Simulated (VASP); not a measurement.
Input of a VASP 6.6.1 run:

The input INCAR:

```
PREC = Accurate
ENCUT = 520
EDIFF = 1E-7
ISMEAR = 0
SIGMA = 0.05
LREAL = F
LASPH = T
NELM = 60
ALGO = Normal
ISIF = 2
LWAVE = F
LCHARG = F
GGA = PE
NELECT = 80.25
NBANDS = 50
```

Contents of KPOINTS:

```
regular mesh
0
Gamma
  8 8 4
```

POSCAR

```
SnO
1.0
    2.7369120000     -2.7377960000      0.0000000000
    2.7369120000      2.7377960000      0.0000000000
    0.0000000000      0.0000000000     10.2219600000
Sn O
4 4
Direct
    0.7365470000      0.2634530000      0.8638580000
    0.2634530000      0.7365470000      0.1361420000
    0.7634530000      0.2365470000      0.3638580000
    0.2365470000      0.7634530000      0.6361420000
    0.2619440000      0.2380560000      0.2500000000
    0.7380560000      0.7619440000      0.7500000000
    0.2380560000      0.2619440000      0.7500000000
    0.7619440000      0.7380560000      0.2500000000
```

Potentials or basis: VASP PAW PBE potentials, release 64 (Sn_d, O).

The run is started by

```console
$ cat potpaw_PBE.64/Sn_d/POTCAR potpaw_PBE.64/O/POTCAR > POTCAR
$ mpirun -np 1 vasp_std > vasp.out
```

Problem. What does it give for the largest force?

Solution. 0.319 eV/Å.

Forces in eV/Å, atoms in the order of the input:
```
Sn   0.000 -0.061  0.313
Sn   0.000  0.061 -0.313
Sn   0.000  0.061  0.313
Sn   0.000 -0.061 -0.313
O    0.000 -0.005  0.000
O    0.000  0.005  0.000
O    0.000  0.005  0.000
O    0.000 -0.005  0.000
```

Caveat: the cell carries a net charge on a neutralising background, which shifts energy and pressure.
